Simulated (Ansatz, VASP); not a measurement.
**One calculation of CsI, two programs**

```
CELL_PARAMETERS angstrom
4.61837 0.00000 0.00000
0.00000 4.61837 0.00000
0.00000 0.00000 4.61837
ATOMIC_POSITIONS crystal
Cs 0.00000 0.00000 0.00000
I 0.50000 0.50000 0.50000
```

Alike in both runs: task single point; functional PBE; k mesh 4 × 4 × 4; no spin polarisation.

|  | VASP | Ansatz |
| --- | --- | --- |
| version | VASP 6.6.1 | Ansatz 0.2.0 |
| potentials or method | VASP PAW PBE potentials, release 64 (Cs_sv, I) | plane waves, PAW |
| plane-wave cutoff (eV) | 500 | 420 |
| occupations | gaussian, width 0.01 eV | fixed |
| valence electrons in the cell | 16 | 26 |

VASP gave:

```
gap on the k mesh at the Fermi level (eV) : 3.77
pressure (GPa)                            : 0.4
```

**Question.** Estimate Ansatz's values.

**Answer.** gap on the k mesh at the Fermi level (eV): 3.78; pressure (GPa): 0.3.

VASP's potentials hold 16 valence electrons a cell and Ansatz's 26, so a difference there can come from the potentials and not from the codes.

Neither program's run includes spin-orbit coupling.
